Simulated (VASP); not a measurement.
Rb3S4, 7 atoms in the cell. It takes space group P-4m2 (No. 115, tetragonal). The conventional cell has a = 3.748 Å, b = 3.748 Å, c = 15.941 Å, α = 90.00°, β = 90.00°, γ = 90.00°. Rb (site symmetry 2mm) has 6 S at 3.17 to 3.39 Å and 4 Rb at 3.75 Å within 4.2 Å. Within 4.2 Å of Rb (site symmetry -4m2) lie 4 S at 3.21 Å and 4 Rb at 3.75 Å. Within 4.2 Å of S (site symmetry 2mm) lie 4 Rb at 3.17 to 3.21 Å and 4 S at 3.75 Å. S (site symmetry 2mm) has 4 S at 2.65 Å and 4 Rb at 3.38 to 3.39 Å within 3.5 Å.  This cell differs from its parent crystal: atoms taken out.

```yaml
Program: VASP 6.6.1
Task: single point
Functional: PBE
Potentials_or_basis: VASP PAW PBE potentials, release 64 (Rb_sv, S)
Cutoff: 520 eV
k_mesh: 10 × 10 × 4
Occupations: gaussian, width 0.1 eV
Spin: no spin polarisation
Dipole_correction: no
Further_INCAR_settings: ALGO = Normal; EDIFF = 1e-07; NBANDS = 34
```

Potentials or basis: VASP PAW PBE potentials, release 64 (Rb_sv, S).

Run with:

```bash
$ cat potpaw_PBE.64/Rb_sv/POTCAR potpaw_PBE.64/S/POTCAR > POTCAR
$ mpirun -np 1 vasp_std > vasp.out
```

Hardware: 1 thread of Intel Xeon 8259CL, with other jobs on the host.

Estimate the wall time of this run.

Run time: 9.8 min on 1 thread of Intel Xeon 8259CL, on a shared host, peak memory 0.52 GiB. Counts: scf iterations 18, k points 63.
